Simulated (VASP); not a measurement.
GaAs:

```
CELL_PARAMETERS angstrom
0.00000 2.83309 2.83309
2.83309 0.00000 2.83309
2.83309 2.83309 0.00000
ATOMIC_POSITIONS crystal
Ga 0.00000 0.00000 0.00000
As 0.25000 0.25000 0.25000
```

Base run:

* Program: VASP 6.6.1
* Functional: r2SCAN
* Potentials or basis: VASP PAW PBE potentials, release 64 (Ga_d, As)
* Cutoff: 520 eV
* k mesh: 8 × 8 × 8
* Occupations: gaussian, width 0.01 eV
* Spin: no spin polarisation

Its results: band gap on the k mesh 0.94 eV, direct; pressure 0.1 GPa.

**Question.** The run is repeated on the same cell with these changes: functional from r2SCAN to PBE; k mesh from 8 × 8 × 8 to 4 × 4 × 4. What comes out?

**Answer.** Band gap on the k mesh 0.46 eV, direct; pressure 3.2 GPa.

Several settings changed at once, so the effect can't be laid on one alone.

Caveats: some runs use coarse meshes; the PAW data sets were made with another functional, which shifts forces and pressure a little (some runs).

A k mesh can miss the band edges.
